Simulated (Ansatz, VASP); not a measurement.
# Ta2N in VASP and in Ansatz

INCAR

```
PREC = Accurate
ENCUT = 520
EDIFF = 1E-7
ISMEAR = 0
SIGMA = 0.15
LREAL = False
LASPH = True
NELM = 100
ALGO = Fast
ISIF = 2
LWAVE = False
LCHARG = True
GGA = PS
LELF = True
LVHAR = True
NBANDS = 20
```

Contents of KPOINTS:

```
Automatic mesh
0
Gamma
  15 15 8
```

POSCAR

```
Ta2N
1.0
    3.0782595490     -0.2154781684      0.0000000000
   -1.7257393423      2.7735900531      0.0000000000
    0.0000000000      0.0000000000      4.6550952842
Ta N
2 1
Direct
    0.6666666667      0.3333333333      0.7463700642
    0.3333333333      0.6666666667      0.2536299358
    0.0000000000      0.0000000000      0.0000000000
```

Input for Ansatz:

```yaml
crystal:
  lattice:
    - [3.078259549, -0.2154781684, 0.0]
    - [-1.7257393423, 2.7735900531, 0.0]
    - [0.0, 0.0, 4.6550952842]
  atoms:
    - { symbol: Ta, position: [0.6666666667, 0.3333333333, 0.7463700642] }
    - { symbol: Ta, position: [0.3333333333, 0.6666666667, 0.2536299358] }
    - { symbol: "N", position: [0.0, 0.0, 0.0] }
basis:
  ecutwfc: 520.0
kpoints:
  mp_grid: { grid: [15, 15, 8] }
hamiltonian:
  xc: pbesol
  pseudopotentials: { kind: paw, azcp: { folder: soft_1 } }
scf:
  occupations: { method: gaussian, width: 0.15 }
output:
  forces: true
  stress: true
  eigenvalues: true
  write_density: true
  write_potential: true
  elf: true
  volumetric_format: npy
```

Change from the starting cell: engineering shear strain xy -0.1400, normal strain along z -0.0350.

Alike in both runs: task single point; functional PBEsol; k mesh 15 × 15 × 8; occupations gaussian, width 0.15 eV; no spin polarisation.

```csv
,VASP,Ansatz
version,VASP 6.6.1,Ansatz 0.2.0
potentials or method,"VASP PAW PBE potentials, release 64 (Ta_pv, N), cutoff 520 eV","scalar-relativistic, plane waves, PAW"
valence electrons in the cell,27,31
```

VASP gave:

- gap on the k mesh at the Fermi level (eV): none
- pressure (GPa): 18.2
- traceless stress, the component that is largest in VASP (GPa): 24.15
- rms of the force components (eV/Å): 0.255

Problem. Which values does Ansatz return?

Solution. gap on the k mesh at the Fermi level (eV): none; pressure (GPa): 17.4; traceless stress, the component that is largest in VASP (GPa): 24.01; rms of the force components (eV/Å): 0.225.

VASP's potentials were made for PBE, not for PBEsol, and Ansatz warns of the same on its side. Atom by atom the forces differ by 0.030 eV/Å (rms over components). A gap of «none» marks a metal or a gap that the smearing closes. The functional is the same, so the differences come from potentials, cutoffs and numerics. VASP's potentials hold 27 valence electrons a cell and Ansatz's 31, so a difference there can come from the potentials and not from the codes.

Spin-orbit coupling is off throughout.
